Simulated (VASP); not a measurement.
# Li (P6_3/mmc) in VASP: notebook

Runs on Li. Level: LDA. Tasks: density of states.

All numbers are computed with VASP 6.6.1; they aren't measurements. Logs are shortened: lines on timing, memory, paths and dates and some standing lists are left out, and cuts for length are marked.

### Step 1. The cell of the first run

Symmetry: P6_3/mmc, No. 194, hexagonal system. Conventional cell: a = 2.733 Å, b = 2.733 Å, c = 4.457 Å, α = 90.00°, β = 90.00°, γ = 120.00°. Li (site symmetry -6m2) has 12 Li at 2.73 Å within 3.6 Å.

### Step 2. Density of states, LDA (volume scaled by 0.76)

Input file POSCAR:

```
Li
1.0
    2.7328763688      0.0000000000      0.0000000000
   -1.3664381844      2.3667403608      0.0000000000
    0.0000000000      0.0000000000      4.4565755858
Li
2
Direct
    0.3333333333      0.6666666667      0.2500000000
    0.6666666667      0.3333333333      0.7500000000
```

Input file INCAR.step1:

```
SYSTEM = Li
PREC = Accurate ; ENCUT = 520
EDIFF = 1E-6 ; ISMEAR = -1
SIGMA = 0.05 ; LREAL = .FALSE.
LASPH = .TRUE. ; NELM = 80
ALGO = Normal ; ISIF = 2
LWAVE = .FALSE. ; LCHARG = .TRUE.
NBANDS = 10
```

Input file KPOINTS.step1:

```
Automatic mesh
0
G
  14 14 8
  0 0 0
```

Input file INCAR.step2:

```
SYSTEM = Li
PREC = Accurate ; ENCUT = 520
EDIFF = 1E-6 ; ISMEAR = -5
SIGMA = 0.05 ; LREAL = .FALSE.
LASPH = .TRUE. ; NELM = 80
ALGO = Normal ; ISIF = 2
LWAVE = .FALSE. ; LCHARG = .FALSE.
LORBIT = 11 ; NBANDS = 10
NEDOS = 2001 ; ICHARG = 11
```

Input file KPOINTS.step2:

```
Automatic mesh
0
G
  21 21 12
  0 0 0
```

Potentials or basis: VASP PAW LDA potentials, release 64 (Li_sv).

The run is started by

```
cat potpaw_LDA.64/Li_sv/POTCAR > POTCAR
cp INCAR.step1 INCAR
cp KPOINTS.step1 KPOINTS
mpirun -np 1 vasp_std > vasp.out
cp INCAR.step2 INCAR
cp KPOINTS.step2 KPOINTS
mpirun -np 1 vasp_std > vasp.out
```

OUTCAR:

```text
SYSTEM = Li
   PREC = Accurate
   ENCUT = 520
   EDIFF = 1E-6
   ISMEAR = -5
   LREAL = .FALSE.
   LASPH = .TRUE.
   NELM = 80
   ISIF = 2
   LORBIT = 11
   ICHARG = 11

 ion  position               nearest neighbor table
   1  0.333  0.667  0.250-
   2  0.667  0.333  0.750-

  LATTYP: Found a hexagonal cell.
 ALAT       =     2.7328763688
 C/A-ratio  =     1.6307271111

  Lattice vectors:

 A1 = (   2.7328763688,   0.0000000000,   0.0000000000)
 A2 = (  -1.3664381844,   2.3667403608,   0.0000000000)
 A3 = (   0.0000000000,   0.0000000000,   4.4565755858)

Analysis of symmetry for initial positions (statically):
=====================================================================
 Subroutine PRICEL returns:
 Original cell was already a primitive cell.

 Routine SETGRP: Setting up the symmetry group for a
 hexagonal supercell.

 Subroutine GETGRP returns: Found 24 space group operations
 (whereof 12 operations were pure point group operations)
 out of a pool of 24 trial point group operations.

The static configuration has the point symmetry D_3d.
 The point group associated with its full space group is D_6h.

Analysis of symmetry for dynamics (positions and initial velocities):
=====================================================================
 Subroutine PRICEL returns:
 Original cell was already a primitive cell.

 Routine SETGRP: Setting up the symmetry group for a
 hexagonal supercell.

 Subroutine GETGRP returns: Found 24 space group operations
 (whereof 12 operations were pure point group operations)
 out of a pool of 24 trial point group operations.

The dynamic configuration has the point symmetry D_3d.
 The point group associated with its full space group is D_6h.

 Subroutine INISYM returns: Found 24 space group operations
 (whereof 12 operations are pure point group operations),
 and found     1 'primitive' translations

----------------------------------------------------------------------------------------

                                     Primitive cell

  volume of cell :      28.8252

  direct lattice vectors                    reciprocal lattice vectors
     2.732876369  0.000000000  0.000000000     0.365914833  0.211261027  0.000000000
    -1.366438184  2.366740361  0.000000000     0.000000000  0.422522055  0.000000000
     0.000000000  0.000000000  4.456575586     0.000000000  0.000000000  0.224387533

[... 97 lines left out ...]
   NUPDOWN=      -1.0000    fix difference up-down
   EMIN   =  10.00;   EMAX   =-10.00  energy-range for DOS
   EFERMI =   0.00;   METHOD = LEGACY
   ISMEAR =    -5;   SIGMA  =   0.05  broadening in eV -4-tet -1-fermi 0-gaus
   EFERMI_NEDOS =   21; number of points for ismear=-14 and -15
   IALGO  =     38    algorithm
   IMIX   =      4    mixing-type and parameters
     AMIX     =   0.40;   BMIX     =  1.00
     AMIX_MAG =   1.60;   BMIX_MAG =  1.00
  volume/ion in A,a.u.               =      14.41        97.26
  Fermi-wavevector in a.u.,A,eV,Ry     =   0.970215  1.833440 12.807396  0.941317
  Thomas-Fermi vector in A             =   2.100332
   LORBIT       =     11    0 simple, 1 ext, 2 COOP (PROOUT), +10 PAW based schemes
   GGA     = CA    functional components
   LHFCALC =     F    Hartree Fock is set to
   AEXX    =    0.0000 exact exchange contribution
   IVDW    =     0    specifies the selected vdW correction
   LEPSILON=     F    determine dielectric tensor
   LRPA    =     F    only Hartree local field effects (RPA)
 non-spin polarized calculation
 Fermi weights with tetrahedron method with Bloechl corrections
  energy-cutoff  :      520.00
  volume of cell :       28.83
 maximum number of plane-waves:       788

 number of electron       6.0000004 magnetization

 Free energy of the ion-electron system (eV)
  ---------------------------------------------------
  ext. energy  EPLUGINS =         0.00000000
  ---------------------------------------------------
  free energy    TOTEN  =        -3.93952717 eV

  energy without entropy =       -3.93952717  energy(sigma->0) =       -3.93952717

 E-fermi :   1.7052     XC(G=0):  -8.0639

 val. band max:        1.6937301091   @ k =   0.4286   0.0952   0.1667
 cond. band min:       1.6673497750   @ k =   0.3333   0.0952   0.5000
 fundamental gap:     -0.0263803341
 Fermi energy:         1.7052358159

 k-point     1 :       0.0000    0.0000    0.0000
  band No.  band energies     occupation
      1     -43.4088      2.00000
      2     -43.3359      2.00000
      3      -2.1332      2.00000
      4       1.5138      2.00000
      5       6.0297      0.00000
      6      17.2255      0.00000
      7      17.2255      0.00000
      8      18.9784      0.00000
      9      18.9784      0.00000
     10      19.8475      0.00000
[... 287 lines left out ...]
 k-point    24 :       0.1905    0.0952    0.0000
  band No.  band energies     occupation
      1     -43.3749      2.00000
      2     -43.3217      2.00000
      3      -1.0504      2.00000
      4       3.1826      0.00000
      5       5.9053      0.00000
      6      11.0597      0.00000
      7      13.0053      0.00000
      8      16.4637      0.00000
      9      17.3321      0.00000
     10      18.3344      0.00000

 [... further k-points ...]

------------------------ aborting loop because EDIFF is reached ----------------------------------------

  FORCE on cell =-STRESS in cart. coord.  units (eV):
  Direction    XX          YY          ZZ          XY          YZ          ZX
  --------------------------------------------------------------------------------------
  -------------------------------------------------------------------------------------
  Total        1.1339840      1.1339840      1.1610070      0.0000000      0.0000000      0.0000000
  in kB       63.0297589     63.0297589     64.5317657      0.0000000      0.0000000      0.0000000
  external PRESSURE =      63.5304278 kB  Pullay stress =       0.0000000 kB

 VOLUME and BASIS-vectors are now :
 -----------------------------------------------------------------------------
  energy-cutoff  :      520.00
  volume of cell :       28.83
      direct lattice vectors                 reciprocal lattice vectors
     2.732876369  0.000000000  0.000000000     0.365914833  0.211261027  0.000000000
    -1.366438184  2.366740361  0.000000000     0.000000000  0.422522055  0.000000000
     0.000000000  0.000000000  4.456575586     0.000000000  0.000000000  0.224387533

 POSITION                                       TOTAL-FORCE (eV/Angst)
 -----------------------------------------------------------------------------------
     -0.00000      1.57783      1.11414         0.000000     -0.000000      0.000000
      1.36644      0.78891      3.34243        -0.000000      0.000000      0.000000
 -----------------------------------------------------------------------------------
    total drift:                               -0.000000      0.000000      0.000000

  FREE ENERGIE OF THE ION-ELECTRON SYSTEM (eV)
  ---------------------------------------------------
  free  energy   TOTEN  =        -3.9395271728 eV

  energy  without entropy=       -3.9395271728  energy(sigma->0) =       -3.93952717

 total charge

# of ion       s       p       d       tot
------------------------------------------
    1        2.048   0.076   0.000   2.124
    2        2.048   0.076   0.000   2.124
--------------------------------------------------
tot          4.096   0.152   0.000   4.247
```

OSZICAR.step1:

```text
N       E                     dE             d eps       ncg     rms          rms(c)
DAV:   1     0.193411259292E+02    0.19341E+02   -0.33085E+03  2416   0.601E+02
DAV:   2    -0.171930313432E+01   -0.21060E+02   -0.20262E+02  3218   0.113E+02
DAV:   3    -0.386496117699E+01   -0.21457E+01   -0.21248E+01  3636   0.319E+01
DAV:   4    -0.394002669333E+01   -0.75066E-01   -0.74950E-01  3284   0.464E+00
DAV:   5    -0.394056049060E+01   -0.53380E-03   -0.53374E-03  3112   0.401E-01    0.501E-01
DAV:   6    -0.394254057640E+01   -0.19801E-02   -0.16048E-03  3814   0.192E-01    0.330E-01
DAV:   7    -0.394427939624E+01   -0.17388E-02   -0.39826E-03  3794   0.298E-01    0.506E-02
DAV:   8    -0.394425623928E+01    0.23157E-04   -0.78363E-05  2918   0.913E-02    0.439E-03
DAV:   9    -0.394425951019E+01   -0.32709E-05   -0.29472E-05  3478   0.407E-02    0.498E-03
DAV:  10    -0.394425939005E+01    0.12014E-06   -0.11792E-07  1732   0.278E-03
   1 F= -.39442594E+01 E0= -.39406761E+01  d E =-.716657E-02
```

It took 25 s on 1 thread of Intel Xeon 6975P-C (Granite Rapids), shared host; peak memory 0.18 GiB.

Results:

| Item | Value |
| --- | --- |
| Valence electrons inside the program's atomic spheres | Li 2.12 |

Caveat: the cutoff is under 1.25 times the usual one of these potentials, so pressure, stress and relaxed cells hold a basis-set (Pulay) error; tetrahedron occupations give inexact forces and stress in metals.

### Step 3. Density of states, LDA (volume scaled by 0.76)

POSCAR is that of step 2.

Input file INCAR.step1:

```
ALGO     = Normal         # electronic algorithm
EDIFF    = 1E-6           # SCF threshold, eV
ENCUT    = 520            # plane-wave cutoff, eV
ISIF     = 2              # what is computed and relaxed
ISMEAR   = -1             # smearing method
LASPH    = True           # aspherical terms in the spheres
LCHARG   = True           # write CHGCAR
LREAL    = False          # projectors in reciprocal space
LWAVE    = False          # write WAVECAR
NBANDS   = 10             # bands
NELM     = 80             # most SCF steps
PREC     = Accurate       # precision mode
SIGMA    = 0.05           # smearing width, eV
```

Input file KPOINTS.step1:

```
k-points
0
Gamma
  14 14 8
```

Input file INCAR.step2:

```
ALGO     = Normal         # electronic algorithm
EDIFF    = 1E-6           # SCF threshold, eV
ENCUT    = 520            # plane-wave cutoff, eV
ICHARG   = 11             # starting density
ISIF     = 2              # what is computed and relaxed
ISMEAR   = -5             # smearing method
LASPH    = True           # aspherical terms in the spheres
LCHARG   = False          # write CHGCAR
LORBIT   = 10             # projections on sites
LREAL    = False          # projectors in reciprocal space
LWAVE    = False          # write WAVECAR
NBANDS   = 10             # bands
NEDOS    = 2001           # points of the DOS
NELM     = 80             # most SCF steps
PREC     = Accurate       # precision mode
SIGMA    = 0.05           # smearing width, eV
```

Input file KPOINTS.step2:

```
k-points
0
Gamma
  21 21 12
```

Potentials or basis: VASP PAW LDA potentials, release 64 (Li_sv).

The run is started by

```
cat potpaw_LDA.64/Li_sv/POTCAR > POTCAR
cp INCAR.step1 INCAR
cp KPOINTS.step1 KPOINTS
mpirun -np 1 vasp_std > vasp.out
cp INCAR.step2 INCAR
cp KPOINTS.step2 KPOINTS
mpirun -np 1 vasp_std > vasp.out
```

It took 26 s on 1 thread of Intel Xeon 6975P-C (Granite Rapids), shared host; peak memory 0.18 GiB.

The run converged. Its results:

```
Valence electrons inside the program's atomic spheres : Li 2.12
```

Levels at points of the mesh, in eV from the Fermi level:
| k point | band 1 | band 2 | band 3 | band 4 | band 5 | band 6 | band 7 |
| --- | --- | --- | --- | --- | --- | --- | --- |
| (0.00, 0.00, 0.00) | -45.11 | -45.04 | -3.84 | -0.19 | 4.32 | 15.52 | 15.52 |
| (0.00, 0.00, 0.50) | -45.08 | -45.08 | -2.65 | -2.65 | 10.13 | 10.13 | 16.69 |

Caveat: the cutoff is under 1.25 times the usual one of these potentials, so pressure, stress and relaxed cells hold a basis-set (Pulay) error; tetrahedron occupations give inexact forces and stress in metals.

(Continued in part 2 of 2.)
